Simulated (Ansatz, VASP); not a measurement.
**Two plane-wave programs on Bi**

File INCAR:

```
SYSTEM = Bi
ALGO = Normal ; EDIFF = 1E-6
ENCUT = 520 ; GGA = RP
ISIF = 2 ; ISMEAR = -1
LASPH = .TRUE. ; LCHARG = .TRUE.
LELF = .TRUE. ; LREAL = .FALSE.
LVHAR = .TRUE. ; LWAVE = .FALSE.
NBANDS = 22 ; NELM = 100
PREC = Accurate ; SIGMA = 0.1
```

File KPOINTS:

```
k-points
0
G
  17 17 9
  0 0 0
```

Contents of POSCAR:

```
Bi
1.0
    3.4757815215      0.0000000000      0.0000000000
   -1.7378907608      3.0101150956      0.0000000000
    0.0000000000      0.0000000000      5.7196123630
Bi
2
Direct
    0.3333333333      0.6666666667      0.2500000000
    0.6666666667      0.3333333333      0.7500000000
```

Input for Ansatz:

```yaml
crystal:
  lattice:
    - [3.4757815215, 0.0, 0.0]
    - [-1.7378907608, 3.0101150956, 0.0]
    - [0.0, 0.0, 5.719612363]
  atoms:
    - { symbol: Bi, position: [0.3333333333, 0.6666666667, 0.25] }
    - { symbol: Bi, position: [0.6666666667, 0.3333333333, 0.75] }
hamiltonian:
  xc: rpbe
  pseudopotentials:
    kind: paw
    azcp:
      Bi: "pseudopotentials/Bi.paw.azcp"
basis:
  ecutwfc: 420
  fft_grid_basis: typed
kpoints:
  mp_grid: { grid: [17, 17, 9], shift: [0, 0, 0] }
magnetization:
  spin_polarized: false
scf:
  occupations: { method: fermi_dirac, width: 0.1 }
output:
  stress: true
  write_density: true
  write_potential: true
  elf: true
  volumetric_format: npy
```

Alike in both runs: task single point; functional RPBE; k mesh 17 × 17 × 9; occupations fermi-dirac, width 0.1 eV; no spin polarisation.

|  | VASP | Ansatz |
| --- | --- | --- |
| version | VASP 6.6.1 | Ansatz 0.2.0 |
| potentials or method | VASP PAW PBE potentials, release 64 (Bi_d), cutoff 520 eV | plane waves (420 eV) with PAW, scalar-relativistic |
| valence electrons in the cell | 30 | 30 |

```tsv
	VASP	Ansatz	Ansatz less VASP
pressure (GPa)	4.9	5.0	+0.07
traceless stress, the component that is largest in VASP (GPa)	0.14	0.14	-0.003
```

VASP's potentials were made for PBE, not for RPBE. The functional is the same, so the differences come from potentials, cutoffs and numerics.

Spin-orbit coupling is off throughout.
